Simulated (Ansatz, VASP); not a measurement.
This is a calculation of AlN for Ansatz 0.2.0.

Contents of input.yaml:

```yaml
crystal:
  lattice:
    - [3.3557012103, 0.0, 0.0]
    - [-1.6778506052, 2.9061224957, 0.0]
    - [0.0, 0.0, 4.2426688325]
  atoms:
    - { symbol: Al, position: [0.6666666667, 0.3333333333, 0.25] }
    - { symbol: Al, position: [0.3333333333, 0.6666666667, 0.75] }
    - { symbol: "N", position: [0.6666666667, 0.3333333333, 0.75] }
    - { symbol: "N", position: [0.3333333333, 0.6666666667, 0.25] }
hamiltonian:
  xc: lda
  pseudopotentials: { kind: paw }
kpoints:
  mp_grid: { grid: [9, 9, 7] }
scf:
  occupations: { method: fermi_dirac, width: 0.05 }
output:
  forces: true
  stress: true
  eigenvalues: true
```

Potentials or basis: Ansatz PAW.

Launch:

```console
$ ansatz run input.yaml --threads 1 --pin off --max-ram 3584MiB --backend cpu --events-out ev --progress --plain --runs-dir out
```

Task: Set up the same calculation for VASP 6.6.1. Potentials there: VASP PAW LDA potentials, release 64 (Al, N).

Result: As run (the cutoff follows the program's own potentials):

Contents of INCAR:

```
SYSTEM = AlN
  ALGO = Normal
  EDIFF = 1E-7
  ENCUT = 520
  ISIF = 2
  ISMEAR = -1
  LASPH = .True.
  LCHARG = .False.
  LREAL = .False.
  LWAVE = .False.
  NBANDS = 16
  NELM = 100
  PREC = Accurate
  SIGMA = 0.05
```

KPOINTS

```
k-points
0
Gamma
  9 9 7
  0 0 0
```

File POSCAR:

```
AlN
1.0
    3.3557012103      0.0000000000      0.0000000000
   -1.6778506052      2.9061224957      0.0000000000
    0.0000000000      0.0000000000      4.2426688325
Al N
2 2
Direct
    0.6666666667      0.3333333333      0.2500000000
    0.3333333333      0.6666666667      0.7500000000
    0.6666666667      0.3333333333      0.7500000000
    0.3333333333      0.6666666667      0.2500000000
```

Potentials or basis: VASP PAW LDA potentials, release 64 (Al, N).

Run with:

```bash
$ cat potpaw_LDA.64/Al/POTCAR potpaw_LDA.64/N/POTCAR > POTCAR
$ mpirun -np 1 vasp_std > vasp.out
```

Both were run:

|  | VASP | Ansatz | Ansatz less VASP |
| --- | --- | --- | --- |
| gap on the k mesh at the Fermi level (eV) | 2.99 | 2.98 | -0.009 |
| least direct gap on the mesh (eV) | 2.99 | 2.98 | -0.009 |
| pressure (GPa) | -15.2 | -15.6 | -0.42 |
| traceless stress, the component that is largest in VASP (GPa) | 0.73 | 0.90 | +0.170 |

LDA's correlation is that of Perdew and Zunger in VASP and of Perdew and Wang (1992) in Ansatz.

Noted on Ansatz's run: odd divisions of the mesh miss points on the zone boundary, where band edges often lie, so the gap on the mesh can be too wide.
